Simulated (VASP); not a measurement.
# H22CO12 in VASP: further runs

The runs below take H22CO12 through single point, with PBE+D3(BJ).

Everything below comes from runs of VASP 6.6.1. Logs are shortened: lines on timing, memory, paths and dates and some standing lists are left out, and cuts for length are marked.

## 1. The cell of the first run

The cell holds an amorphous packing of atoms, 35 atoms: a = 7.133 Å, b = 7.133 Å, c = 7.133 Å, α = 90.00°, β = 90.00°, γ = 90.00°.

## 2. Single point, PBE+D3(BJ)

File INCAR:

```
SYSTEM = H22CO12
ALGO     = Normal         ! electronic algorithm
EDIFF    = 1E-6           ! SCF threshold, eV
ENCUT    = 520            ! plane-wave cutoff, eV
GGA      = PE             ! functional
ISIF     = 2              ! what is computed and relaxed
ISMEAR   = -1             ! smearing method
IVDW     = 12             ! dispersion correction
LASPH    = .TRUE.         ! aspherical terms in the spheres
LCHARG   = .FALSE.        ! write CHGCAR
LREAL    = Auto         
LWAVE    = .FALSE.        ! write WAVECAR
NBANDS   = 72             ! bands
NELM     = 80             ! most SCF steps
PREC     = Accurate       ! precision mode
SIGMA    = 0.05           ! smearing width, eV
```

File KPOINTS:

```
k-points
0
G
  1 1 1
  0 0 0
```

File POSCAR:

```
H22CO12
1.0
    7.1334920000      0.0000000000      0.0000000000
    0.0000000000      7.1334920000      0.0000000000
    0.0000000000      0.0000000000      7.1334920000
O H C
12 22 1
Direct
    0.3670432377      0.5666509474      0.4733305932
    0.2295649872      0.6781951953      0.0373589821
    0.2400787721      0.1788044341      0.9758334347
    0.4844471684      0.4401911434      0.9269793812
    0.6851062565     -0.0572370446      0.8701628880
    0.5312825752      0.1914770494      0.3369317580
    0.0717180309      0.7705763180      0.4889891234
    0.1389361620      0.1832342421      0.3101005791
    0.6498640498      0.7875946311      0.4361258133
    0.8819383270      0.5953746076      0.9807258493
    0.7060076608      0.4462190467      0.6872791054
    0.8587238901      0.1844678595      0.6897603586
    0.4920170935      0.5724545566      0.5378011218
    0.3238946648      0.4702886048      0.5730713653
    0.1215253343      0.6655225800     -0.0488680719
    0.1661178004      0.7356705524      0.1490714506
    0.1976871916      0.1788464892      1.1049427125
    0.1547068392      0.2164437838      0.8721254611
    0.3846082676      0.5478382817      0.9690345205
    0.4182383607      0.3253946314      0.9672121312
    0.5531091925     -0.0392094082      0.8959847435
    0.7460301350      0.0781384489      0.8530184095
    0.5676742891      0.0873625428      0.4099394799
    0.6564386699      0.2488542778      0.2985073790
    0.0538025416      0.8853868484      0.5642117493
    0.1916452699      0.7340864755      0.4636158560
    0.2471580539      0.2719425493      0.3184555334
    0.1508938399      0.1076191016      0.4134300564
    0.6928444022      0.7138859902      0.3243152162
    0.7763098354      0.7831227679      0.5064560246
    0.8448036389      0.7297828329      0.9916041120
    0.8091408808      0.5662303960      0.8762608832
    0.5856037969      0.4449433742      0.8255003300
    0.8488689691      0.3700291526      0.4810967756
    0.8217854594      0.3288151161      0.6209020771
```

Potentials or basis: VASP PAW PBE potentials, release 64 (O, H, C).

Run with:

```console
cat potpaw_PBE.64/O/POTCAR potpaw_PBE.64/H/POTCAR potpaw_PBE.64/C/POTCAR > POTCAR
mpirun -np 1 vasp_gam > vasp.out
```

OUTCAR:

```text
SYSTEM = H22CO12
   EDIFF = 1E-6
   ENCUT = 520
   GGA = PE
   ISIF = 2
   ISMEAR = -1
   IVDW = 12
   LASPH = .TRUE.
   LREAL = Auto
   NELM = 80
   PREC = Accurate
 IVDW          = 12

 ion  position               nearest neighbor table
   1  0.367  0.567  0.473-  13 1.00  14 1.04
   2  0.230  0.678  0.037-  15 0.99  16 1.00
   3  0.240  0.179  0.976-  17 0.97  18 1.00
   4  0.484  0.440  0.927-  20 0.99  33 1.02  19 1.09
   5  0.685  0.943  0.870-  21 0.97  22 1.07
   6  0.531  0.191  0.337-  23 0.94  24 1.02
   7  0.072  0.771  0.489-  26 0.91  25 0.99
   8  0.139  0.183  0.310-  28 0.92  27 1.00
   9  0.650  0.788  0.436-  29 1.00  30 1.03
  10  0.882  0.595  0.981-  32 0.93  31 1.00
  11  0.706  0.446  0.687-  35 1.27  33 1.31
  12  0.859  0.184  0.690-  35 1.17
  13  0.492  0.572  0.538-   1 1.00
  14  0.324  0.470  0.573-   1 1.04
  15  0.122  0.666  0.951-   2 0.99
  16  0.166  0.736  0.149-   2 1.00
  17  0.198  0.179  0.105-   3 0.97
[... 13 lines left out ...]
  31  0.845  0.730  0.992-  10 1.00
  32  0.809  0.566  0.876-  10 0.93
  33  0.586  0.445  0.826-   4 1.02  11 1.31
  34  0.849  0.370  0.481-  35 1.06
  35  0.822  0.329  0.621-  34 1.06  12 1.17  11 1.27

  LATTYP: Found a simple cubic cell.
 ALAT       =     7.1334920000

  Lattice vectors:

 A1 = (   7.1334920000,   0.0000000000,   0.0000000000)
 A2 = (   0.0000000000,   7.1334920000,   0.0000000000)
 A3 = (   0.0000000000,   0.0000000000,   7.1334920000)

Analysis of symmetry for initial positions (statically):
=====================================================================
 Subroutine PRICEL returns:
 Original cell was already a primitive cell.

 Routine SETGRP: Setting up the symmetry group for a
 simple cubic supercell.

 Subroutine GETGRP returns: Found  1 space group operations
 (whereof  1 operations were pure point group operations)
 out of a pool of 48 trial point group operations.

The static configuration has the point symmetry C_1 .

Analysis of symmetry for dynamics (positions and initial velocities):
=====================================================================
 Subroutine PRICEL returns:
 Original cell was already a primitive cell.

 Routine SETGRP: Setting up the symmetry group for a
 simple cubic supercell.

 Subroutine GETGRP returns: Found  1 space group operations
 (whereof  1 operations were pure point group operations)
 out of a pool of 48 trial point group operations.

The dynamic configuration has the point symmetry C_1 .

 Subroutine INISYM returns: Found  1 space group operations
 (whereof  1 operations are pure point group operations),
 and found     1 'primitive' translations

----------------------------------------------------------------------------------------

                                     Primitive cell

  volume of cell :     362.9999

  direct lattice vectors                    reciprocal lattice vectors
     7.133492000  0.000000000  0.000000000     0.140183798  0.000000000  0.000000000
     0.000000000  7.133492000  0.000000000     0.000000000  0.140183798  0.000000000
     0.000000000  0.000000000  7.133492000     0.000000000  0.000000000  0.140183798

  length of vectors
     7.133492000  7.133492000  7.133492000     0.140183798  0.140183798  0.140183798

  position of ions in fractional coordinates (direct lattice)
     0.367043238  0.566650947  0.473330593
     0.229564987  0.678195195  0.037358982
     0.240078772  0.178804434  0.975833435
     0.484447168  0.440191143  0.926979381
     0.685106256  0.942762955  0.870162888
     0.531282575  0.191477049  0.336931758
[... 27 lines left out ...]
     0.848868969  0.370029153  0.481096776
     0.821785459  0.328815116  0.620902077

  ion indices of the primitive-cell ions
   primitive index   ion index
                 1           1
                 2           2
                 3           3
                 4           4
                 5           5
                 6           6
[... 27 lines left out ...]
                34          34
                35          35

----------------------------------------------------------------------------------------

 KPOINTS: k-points

Automatic generation of k-mesh.
 Grid dimensions read from file:
 generate k-points for:    1    1    1

 Generating k-lattice:

  Cartesian coordinates                     Fractional coordinates (reciprocal lattice)
     0.140183798  0.000000000  0.000000000     1.000000000  0.000000000  0.000000000
     0.000000000  0.140183798  0.000000000     0.000000000  1.000000000  0.000000000
     0.000000000  0.000000000  0.140183798     0.000000000  0.000000000  1.000000000

  Length of vectors
     0.140183798  0.140183798  0.140183798

  Shift w.r.t. Gamma in fractional coordinates (k-lattice)
     0.000000000  0.000000000  0.000000000

 Subroutine IBZKPT returns following result:
 ===========================================

 Found      1 irreducible k-points:

 Following reciprocal coordinates:
            Coordinates               Weight
  0.000000  0.000000  0.000000      1.000000
   k-points           NKPTS =      1   k-points in BZ     NKDIM =      1   number of bands    NBANDS=     72
   number of dos      NEDOS =    301   number of ions     NIONS =     35
   total plane-waves  NPLWV = 157464
   dimension x,y,z NGX =    54 NGY =   54 NGZ =   54
   dimension x,y,z NGXF=   108 NGYF=  108 NGZF=  108
   ions per type =              12  22   1
   NGX,Y,Z   is equivalent  to a cutoff of  12.58, 12.58, 12.58 a.u.
   NGXF,Y,Z  is equivalent  to a cutoff of  25.17, 25.17, 25.17 a.u.
 SYSTEM =  H22CO12
   PREC   = accura    normal or accurate (medium, high low for compatibility)
   ISTART =      0    job   : 0-new  1-cont  2-samecut
   ICHARG =      2    charge: 1-file 2-atom 10-const
   ISPIN  =      1    spin polarized calculation?
   LNONCOLLINEAR =      F non collinear calculations
   LSORBIT =      F    spin-orbit coupling
   LASPH  =      T    aspherical Exc in radial PAW
   ENCUT  =  520.0 eV  38.22 Ry    6.18 a.u.  13.26 13.26 13.26*2*pi/ulx,y,z
   NELM   =     80;   NELMIN=  2; NELMDL= -5     # of ELM steps
   EDIFF  = 0.1E-05   stopping-criterion for ELM
   LREAL  =      T    real-space projection
   EDIFFG = 0.1E-04   stopping-criterion for IOM
   NSW    =      0    number of steps for IOM
[... 5 lines left out ...]
   TEBEG  =    0.0;   TEEND  =   0.0 temperature during run
   PSTRESS=    0.0 pullay stress
   NELECT =      98.0000    total number of electrons
   NUPDOWN=      -1.0000    fix difference up-down
   EMIN   =  10.00;   EMAX   =-10.00  energy-range for DOS
   EFERMI =   0.00;   METHOD = LEGACY
   ISMEAR =    -1;   SIGMA  =   0.05  broadening in eV -4-tet -1-fermi 0-gaus
   EFERMI_NEDOS =   21; number of points for ismear=-14 and -15
   IALGO  =     38    algorithm
   IMIX   =      4    mixing-type and parameters
     AMIX     =   0.40;   BMIX     =  1.00
     AMIX_MAG =   1.60;   BMIX_MAG =  1.00
  volume/ion in A,a.u.               =      10.37        69.99
  Fermi-wavevector in a.u.,A,eV,Ry     =   1.058071  1.999464 15.231907  1.119514
  Thomas-Fermi vector in A             =   2.193367
   LORBIT       =      0    0 simple, 1 ext, 2 COOP (PROOUT), +10 PAW based schemes
   GGA     = PE    functional components
   LHFCALC =     F    Hartree Fock is set to
   AEXX    =    0.0000 exact exchange contribution
   IVDW    =    12    specifies the selected vdW correction
   LEPSILON=     F    determine dielectric tensor
   LRPA    =     F    only Hartree local field effects (RPA)
 non-spin polarized calculation
  energy-cutoff  :      520.00
  volume of cell :      363.00
 maximum number of plane-waves:      4886
 NGX is ok and might be reduce to    54
   NGX = 27   NGY = 27   NGZ = 27

 number of electron      97.9999990 magnetization

 Free energy of the ion-electron system (eV)
  ---------------------------------------------------
  ext. energy  EPLUGINS =         0.00000000
  ---------------------------------------------------
  free energy    TOTEN  =      -172.76304530 eV

  energy without entropy =     -172.76304530  energy(sigma->0) =     -172.76304530

 E-fermi :  -1.8982     XC(G=0):  -6.8313

 val. band max:       -3.1838110595   @ k =   0.0000   0.0000   0.0000
 cond. band min:       1.0738110407   @ k =   0.0000   0.0000   0.0000
 fundamental gap:      4.2576221002
 Fermi energy:        -1.8982365864

 k-point     1 :       0.0000    0.0000    0.0000
  band No.  band energies     occupation
      1     -24.6664      2.00000
      2     -23.5256      2.00000
      3     -22.9430      2.00000
      4     -22.3377      2.00000
      5     -22.2434      2.00000
      6     -22.0402      2.00000
[... 53 lines left out ...]
     60       5.6647      0.00000
     61       5.9614      0.00000
 [bands above 61 left out]

------------------------ aborting loop because EDIFF is reached ----------------------------------------

 Edisp (eV)   -1.24098

 E8    (eV) :    -0.2596

  FORCE on cell =-STRESS in cart. coord.  units (eV):
  Direction    XX          YY          ZZ          XY          YZ          ZX
  --------------------------------------------------------------------------------------
  -------------------------------------------------------------------------------------
  Total       5.09925     6.62855     7.51049    -0.79210    -3.66092    -1.09497
  in kB      22.50662    29.25653    33.14914    -3.49610   -16.15825    -4.83289
  external pressure =       28.30 kB  Pullay stress =        0.00 kB

 VOLUME and BASIS-vectors are now :
 -----------------------------------------------------------------------------
  energy-cutoff  :      520.00
  volume of cell :      363.00
      direct lattice vectors                 reciprocal lattice vectors
     7.133492000  0.000000000  0.000000000     0.140183798  0.000000000  0.000000000
     0.000000000  7.133492000  0.000000000     0.000000000  0.140183798  0.000000000
     0.000000000  0.000000000  7.133492000     0.000000000  0.000000000  0.140183798

 POSITION                                       TOTAL-FORCE (eV/Angst)
 -----------------------------------------------------------------------------------
      2.61830      4.04220      3.37650         0.183121     -2.508973      2.927544
      1.63760      4.83790      0.26650        -0.234460      0.750195      0.330492
      1.71260      1.27550      6.96110         1.300482      0.184313     -2.878628
      3.45580      3.14010      6.61260        -2.800830      2.138213      2.624464
      4.88720      6.72519      6.20730         1.051713      1.505416      0.247408
      3.78990      1.36590      2.40350         1.372581      2.274122     -1.432389
[... 27 lines left out ...]
      6.05540      2.63960      3.43190         1.506927      0.113929     -1.862877
      5.86220      2.34560      4.42920        -2.862554      3.966264     -1.952814
 -----------------------------------------------------------------------------------
    total drift:                                0.011758      0.004642     -0.000725

  FREE ENERGIE OF THE ION-ELECTRON SYSTEM (eV)
  ---------------------------------------------------
  free  energy   TOTEN  =      -174.0040257333 eV

  energy  without entropy=     -174.0040257333  energy(sigma->0) =     -174.00402573
```

Run time: 46 s. Hardware: 1 thread of AMD EPYC 7R43 (Zen 3), shared host; peak memory 0.31 GiB.

Results:

| Quantity | Value |
| --- | --- |
| Free energy | -174.0040 eV |
| Pressure | 2.8 GPa |
| Largest force | 6.840 eV/Å |
| Band gap on the k mesh | 4.26 eV |
| Dispersion energy per atom | -0.035 eV |

Forces on the atoms (eV/Å):
```
O    0.183 -2.509  2.928
O   -0.234  0.750  0.330
O    1.300  0.184 -2.879
O   -2.801  2.138  2.624
O    1.052  1.505  0.247
O    1.373  2.274 -1.432
O   -5.247  2.022  0.779
O    0.181  3.069 -1.987
O    2.940 -0.551 -0.083
O    1.124  1.971  2.197
O   -0.823  2.167  0.391
O    3.236 -5.514  2.431
H    0.026  0.896 -1.255
H   -0.314  1.294 -1.877
H   -0.127 -0.370  0.241
H    1.038 -0.715 -0.721
H   -1.374 -0.382  0.476
H    0.071 -0.353  1.595
H    1.175 -0.518 -0.190
H   -0.478 -1.236 -0.318
H   -0.251  0.104  0.220
H   -1.051 -2.357 -0.122
H    0.506 -1.819  0.788
H   -1.869 -0.746  0.415
H    0.681 -0.798 -0.367
H    4.206 -0.978  0.004
H   -0.473 -0.500  0.384
H    0.299 -2.135  2.362
H   -0.722  0.728  0.632
H   -1.930  0.202 -0.725
H   -0.030 -0.338  0.114
H   -1.254 -1.070 -2.315
H    0.941 -0.496 -1.073
H    1.507  0.114 -1.863
C   -2.863  3.966 -1.953
```

Stress tensor (GPa, compression positive):
```
 2.25 -0.35 -0.48
-0.35  2.93 -1.62
-0.48 -1.62  3.31
```

Levels at points of the mesh, in eV from the valence-band top:
```csv
k point,band 47,band 48,band 49,band 50,band 51,band 52
"(0.00, 0.00, 0.00)",-0.35,-0.10,0.00,4.26,5.43,6.53
```

Caveat: the k points lie up to 0.88 Å⁻¹ apart.

(Continued in part 2 of 2.)
